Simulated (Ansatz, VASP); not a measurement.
AlN in VASP and in Ansatz

```
Al N
1.0
     0.00000    2.01756    1.97800
     2.01756    0.00000    1.97800
     2.01756    2.01756    0.00000
Al N
1 1
Cartesian
  0.0000 0.0000 0.0000
  2.0176 2.0176 1.9780
```

Change from the starting cell: equal xx and yy strain of +2 %, crystal datasets.

Alike in both runs: task electric field gradients; functional PBE; k mesh 10 × 10 × 10; occupations fermi-dirac, width 0.02 eV; no spin polarisation.

|  | VASP | Ansatz |
| --- | --- | --- |
| version | VASP 6.6.1 | Ansatz 0.2.0 |
| potentials or method | VASP PAW PBE potentials, release 64 (Al, N), cutoff 520 eV | all-electron PAW with datasets made for the crystal, scalar-relativistic |

```csv
,VASP,Ansatz,Ansatz less VASP
gap on the k mesh at the Fermi level (eV),4.69,4.71,+0.015
pressure (GPa),12.6,12.9,+0.31
"traceless stress, the component that is largest in VASP (GPa)",4.58,4.59,+0.016
size of Vzz on the site where it differs most (V/Å²),2.5,2.3,-0.24
```

Ansatz ran all-electron here, and VASP with PAW potentials.
